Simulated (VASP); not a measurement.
# Pt in VASP: a series of runs

The runs below take Pt through single point, with PBE.

Everything below comes from runs of VASP 6.6.1. Logs are shortened: lines on timing, memory, paths and dates and some standing lists are left out, and cuts for length are marked.

### Step 1. The cell of the first run

The typed cell holds 2 atoms: a = 3.546 Å, b = 3.546 Å, c = 3.742 Å, α = 90.00°, β = 90.00°, γ = 134.77°.

### Step 2. Single point, PBE

Input file INCAR:

```
PREC = Accurate
ENCUT = 520
EDIFF = 1E-6
ISMEAR = -1
SIGMA = 0.1
LREAL = F
LASPH = T
NELM = 80
ALGO = Normal
ISIF = 2
LWAVE = F
LCHARG = F
GGA = PE
NBANDS = 17
```

Input file KPOINTS:

```
Automatic mesh
0
Gamma
  20 20 14
```

Input file POSCAR:

```
Pt
1.0
   -2.1372541214      2.4924901351      1.3402253331
    2.4924901351     -2.1372541214      1.3402253331
    2.6007974853      2.6007974853     -0.6896099236
Pt
2
Direct
    0.0160877053      0.9839122947      0.0000000000
    0.7339122947      0.2660877053      0.5000000000
```

Potentials or basis: VASP PAW PBE potentials, release 64 (Pt).

The run is started by

```
$ cat potpaw_PBE.64/Pt/POTCAR > POTCAR
$ mpirun -np 1 vasp_std > vasp.out
```

OUTCAR:

```text
PREC = Accurate
   ENCUT = 520
   EDIFF = 1E-6
   ISMEAR = -1
   LREAL = F
   LASPH = T
   NELM = 80
   ISIF = 2
   GGA = PE

 ion  position               nearest neighbor table
   1  0.016  0.984  0.000-   2 2.63   2 2.63   2 2.72   2 2.72   2 2.72   2 2.72
   2  0.734  0.266  0.500-   1 2.63   1 2.63   1 2.72   1 2.72   1 2.72   1 2.72

  LATTYP: Found a base centered monoclinic cell.
 ALAT       =     2.7271232141
 B/A-ratio  =     2.4008622288
 C/A-ratio  =     1.3722052384
 COS(beta)  =    -0.0000658004

  Lattice vectors:

 A1 = (  -2.1372541214,   2.4924901351,   1.3402253331)
 A2 = (   2.4924901351,  -2.1372541214,   1.3402253331)
 A3 = (   2.6007974853,   2.6007974853,  -0.6896099236)

Analysis of symmetry for initial positions (statically):
=====================================================================
 Subroutine PRICEL returns:
 Original cell was already a primitive cell.

 Routine SETGRP: Setting up the symmetry group for a
 base centered monoclinic supercell.

 Subroutine GETGRP returns: Found  4 space group operations
 (whereof  2 operations were pure point group operations)
 out of a pool of  4 trial point group operations.

The static configuration has the point symmetry C_2 .
 The point group associated with its full space group is C_2h.

Analysis of symmetry for dynamics (positions and initial velocities):
=====================================================================
 Subroutine PRICEL returns:
 Original cell was already a primitive cell.

 Routine SETGRP: Setting up the symmetry group for a
 base centered monoclinic supercell.

 Subroutine GETGRP returns: Found  4 space group operations
 (whereof  2 operations were pure point group operations)
 out of a pool of  4 trial point group operations.

The dynamic configuration has the point symmetry C_2 .
 The point group associated with its full space group is C_2h.

 Subroutine INISYM returns: Found  4 space group operations
 (whereof  2 operations are pure point group operations),
 and found     1 'primitive' translations

----------------------------------------------------------------------------------------

                                     Primitive cell

  volume of cell :      33.4095

  direct lattice vectors                    reciprocal lattice vectors
    -2.137254121  2.492490135  1.340225333    -0.060215811  0.155778841  0.360406771
     2.492490135 -2.137254121  1.340225333     0.155778841 -0.060215811  0.360406771
     2.600797485  2.600797485 -0.689609924     0.185722375  0.185722375 -0.049227003

  length of vectors
     3.546345471  3.546345471  3.742172760     0.397222900  0.397222900  0.267224435

  position of ions in fractional coordinates (direct lattice)
     0.016087705  0.983912295  1.000000000
     0.733912295  0.266087705  0.500000000

  ion indices of the primitive-cell ions
   primitive index   ion index
                 1           1
                 2           2

----------------------------------------------------------------------------------------

 KPOINTS: Automatic mesh

Automatic generation of k-mesh.
 Grid dimensions read from file:
 generate k-points for:   20   20   14

 Generating k-lattice:

  Cartesian coordinates                     Fractional coordinates (reciprocal lattice)
    -0.003010791  0.007788942  0.018020339     0.050000000 -0.000000000 -0.000000000
     0.007788942 -0.003010791  0.018020339    -0.000000000  0.050000000 -0.000000000
     0.013265884  0.013265884 -0.003516214    -0.000000000 -0.000000000  0.071428571

  Length of vectors
     0.019861145  0.019861145  0.019087460

  Shift w.r.t. Gamma in fractional coordinates (k-lattice)
     0.000000000  0.000000000  0.000000000

 Subroutine IBZKPT returns following result:
 ===========================================

 Found   1482 irreducible k-points:

 Following reciprocal coordinates:
            Coordinates               Weight
  0.000000  0.000000  0.000000      1.000000
  0.050000  0.000000  0.000000      4.000000
  0.100000  0.000000  0.000000      4.000000
  0.150000  0.000000  0.000000      4.000000
  0.200000  0.000000  0.000000      4.000000
  0.250000  0.000000  0.000000      4.000000
[... 16 lines left out ...]
 -0.400000  0.050000 -0.000000      4.000000
 -0.350000  0.050000 -0.000000      4.000000
 [... further k-points ...]
   k-points           NKPTS =   1482   k-points in BZ     NKDIM =   1482   number of bands    NBANDS=     17
   number of dos      NEDOS =    301   number of ions     NIONS =      2
   total plane-waves  NPLWV =  21952
   dimension x,y,z NGX =    28 NGY =   28 NGZ =   28
   dimension x,y,z NGXF=    56 NGYF=   56 NGZF=   56
   ions per type =               2
   NGX,Y,Z   is equivalent  to a cutoff of  13.13, 13.13, 12.44 a.u.
   NGXF,Y,Z  is equivalent  to a cutoff of  26.25, 26.25, 24.88 a.u.
 SYSTEM =  unknown system
   PREC   = accura    normal or accurate (medium, high low for compatibility)
   ISTART =      0    job   : 0-new  1-cont  2-samecut
   ICHARG =      2    charge: 1-file 2-atom 10-const
   ISPIN  =      1    spin polarized calculation?
   LNONCOLLINEAR =      F non collinear calculations
   LSORBIT =      F    spin-orbit coupling
   LASPH  =      T    aspherical Exc in radial PAW
   ENCUT  =  520.0 eV  38.22 Ry    6.18 a.u.   6.59  6.59  6.96*2*pi/ulx,y,z
   NELM   =     80;   NELMIN=  2; NELMDL= -5     # of ELM steps
   EDIFF  = 0.1E-05   stopping-criterion for ELM
   LREAL  =      F    real-space projection
   EDIFFG = 0.1E-04   stopping-criterion for IOM
   NSW    =      0    number of steps for IOM
   IBRION =     -1    ionic relax: 0-MD 1-quasi-New 2-CG
   NFREE  =      0    steps in history (QN), initial steepest desc. (CG)
   ISIF   =      2    stress and relaxation
   ISYM   =      2    0-nonsym 1-usesym 2-fastsym
   POTIM  = 0.5000    time-step for ionic-motion
   TEBEG  =    0.0;   TEEND  =   0.0 temperature during run
   PSTRESS=    0.0 pullay stress
   NELECT =      20.0000    total number of electrons
   NUPDOWN=      -1.0000    fix difference up-down
   EMIN   =  10.00;   EMAX   =-10.00  energy-range for DOS
   EFERMI =   0.00;   METHOD = LEGACY
   ISMEAR =    -1;   SIGMA  =   0.10  broadening in eV -4-tet -1-fermi 0-gaus
   EFERMI_NEDOS =   21; number of points for ismear=-14 and -15
   IALGO  =     38    algorithm
   IMIX   =      4    mixing-type and parameters
     AMIX     =   0.40;   BMIX     =  1.00
     AMIX_MAG =   1.60;   BMIX_MAG =  1.00
  volume/ion in A,a.u.               =      16.70       112.73
  Fermi-wavevector in a.u.,A,eV,Ry     =   1.379732  2.607315 25.900859  1.903659
  Thomas-Fermi vector in A             =   2.504674
   LORBIT       =      0    0 simple, 1 ext, 2 COOP (PROOUT), +10 PAW based schemes
   GGA     = PE    functional components
   LHFCALC =     F    Hartree Fock is set to
   AEXX    =    0.0000 exact exchange contribution
   IVDW    =     0    specifies the selected vdW correction
   LEPSILON=     F    determine dielectric tensor
   LRPA    =     F    only Hartree local field effects (RPA)
 non-spin polarized calculation
  energy-cutoff  :      520.00
  volume of cell :       33.41
 maximum number of plane-waves:       918
   NGX = 13   NGY = 13   NGZ = 13

 number of electron      20.0000001 magnetization

 Free energy of the ion-electron system (eV)
  ---------------------------------------------------
  ext. energy  EPLUGINS =         0.00000000
  ---------------------------------------------------
  free energy    TOTEN  =       -11.93633167 eV

  energy without entropy =      -11.86230730  energy(sigma->0) =      -11.89931949

 E-fermi :   9.5980     XC(G=0): -12.8106

 val. band max:        9.5972750127   @ k =  -0.1500   0.1000   0.0000
 cond. band min:       9.5989255733   @ k =  -0.0500   0.2000   0.2143
 fundamental gap:      0.0016505606
 Fermi energy:         9.5979735883

 k-point     1 :       0.0000    0.0000    0.0000
  band No.  band energies     occupation
      1       0.2994      2.00000
      2       3.2991      2.00000
      3       4.2094      2.00000
      4       4.3384      2.00000
      5       5.3022      2.00000
      6       7.4570      2.00000
[... 9 lines left out ...]
     16      26.0117      0.00000
     17      27.1427      0.00000

 k-point     2 :       0.0500    0.0000    0.0000
  band No.  band energies     occupation
      1       0.3795      2.00000
      2       3.3402      2.00000
      3       4.2763      2.00000
      4       4.3461      2.00000
      5       5.3604      2.00000
      6       7.3744      2.00000
[... 9 lines left out ...]
     16      26.0824      0.00000
     17      27.0572      0.00000

 k-point     3 :       0.1000    0.0000    0.0000
  band No.  band energies     occupation
      1       0.6152      2.00000
      2       3.4546      2.00000
      3       4.3662      2.00000
      4       4.4717      2.00000
      5       5.5354      2.00000
      6       7.1302      2.00000
[... 9 lines left out ...]
     16      25.7481      0.00000
     17      26.2778      0.00000

 k-point     4 :       0.1500    0.0000    0.0000
  band No.  band energies     occupation
      1       0.9918      2.00000
      2       3.6183      2.00000
      3       4.3889      2.00000
      4       4.7713      2.00000
      5       5.8239      2.00000
      6       6.7400      2.00000
[... 9 lines left out ...]
     16      25.2477      0.00000
     17      26.4848      0.00000
[... 343 lines left out ...]
      1       3.3783      2.00000
      2       3.8236      2.00000
      3       4.3891      2.00000
      4       4.4536      2.00000
      5       6.4888      2.00000
      6       7.2414      2.00000
[... 9 lines left out ...]
     16      23.1634      0.00000
     17      25.7397      0.00000

 k-point    23 :      -0.4000    0.0500   -0.0000
  band No.  band energies     occupation
      1       3.1499      2.00000
      2       3.9150      2.00000
      3       4.4452      2.00000
      4       4.6905      2.00000
      5       6.0713      2.00000
      6       6.8734      2.00000
[... 9 lines left out ...]
     16      24.2356      0.00000
     17      25.9253      0.00000

 k-point    24 :      -0.3500    0.0500   -0.0000
  band No.  band energies     occupation
      1       2.7607      2.00000
      2       3.9893      2.00000
      3       4.4647      2.00000
      4       5.0646      2.00000
      5       5.6431      2.00000
      6       6.6044      2.00000
[... 9 lines left out ...]
     16      25.0309      0.00000
     17      26.1490      0.00000

 [... further k-points ...]
[... 5 lines left out ...]
  --------------------------------------------------------------------------------------
  -------------------------------------------------------------------------------------
  Total       -0.1128171     -0.1128171     -0.1378733     -0.0097904     -0.0015147     -0.0015147
  in kB       -5.4102218     -5.4102218     -6.6118082     -0.4695039     -0.0726406     -0.0726407
  external PRESSURE =      -5.8107506 kB  Pullay stress =       0.0000000 kB

 VOLUME and BASIS-vectors are now :
 -----------------------------------------------------------------------------
  energy-cutoff  :      520.00
  volume of cell :       33.41
      direct lattice vectors                 reciprocal lattice vectors
    -2.137254121  2.492490135  1.340225333    -0.060215811  0.155778841  0.360406771
     2.492490135 -2.137254121  1.340225333     0.155778841 -0.060215811  0.360406771
     2.600797485  2.600797485 -0.689609924     0.185722375  0.185722375 -0.049227003

 POSITION                                       TOTAL-FORCE (eV/Angst)
 -----------------------------------------------------------------------------------
      2.41801     -2.06277      1.34023        -0.001930      0.001930     -0.000000
      0.39506      2.56097      0.99542         0.001930     -0.001930      0.000000
 -----------------------------------------------------------------------------------
    total drift:                               -0.000000     -0.000000      0.000000

  FREE ENERGIE OF THE ION-ELECTRON SYSTEM (eV)
  ---------------------------------------------------
  free  energy   TOTEN  =       -11.9363316668 eV

  energy  without entropy=      -11.8623073044  energy(sigma->0) =      -11.89931949
```

It took 16 min on 1 thread of Intel Xeon 8259CL, shared host; peak memory 0.75 GiB.

Results:

| Property | Result |
| --- | --- |
| Free energy | -11.9363 eV |
| Pressure | -0.6 GPa |
| Band gap on the k mesh | zero (bands 10 and 11 overlap by 1.47 eV) |

Forces in eV/Å, atoms in the order of the input:
```
Pt  -0.002  0.002  0.000
Pt   0.002 -0.002  0.000
```

Levels at points of the mesh, in eV from the Fermi level:
```csv
k point,band 7,band 8,band 9,band 10,band 11,band 12,band 13,band 14
"(0.00, 0.00, 0.00)",-1.78,-1.66,-0.85,-0.45,0.73,3.51,7.28,9.65
"(0.50, 0.00, 0.00)",-1.93,-1.73,-1.05,0.38,1.90,3.37,6.24,10.87
"(0.50, 0.50, 0.00)",-2.94,-2.08,-1.30,-0.46,-0.19,0.16,10.95,10.96
"(0.00, 0.00, 0.50)",-2.49,-2.49,-2.01,-2.01,0.23,0.23,12.07,12.07
"(0.50, 0.00, 0.50)",-1.86,-1.86,-0.30,-0.30,2.71,2.71,6.90,6.90
"(0.50, 0.50, 0.50)",-1.69,-1.69,-0.89,-0.89,-0.67,-0.67,4.54,4.54
```

Caveat: spin-orbit coupling is left out, which moves the levels of the heavy elements.

(Continued in part 2 of 2.)
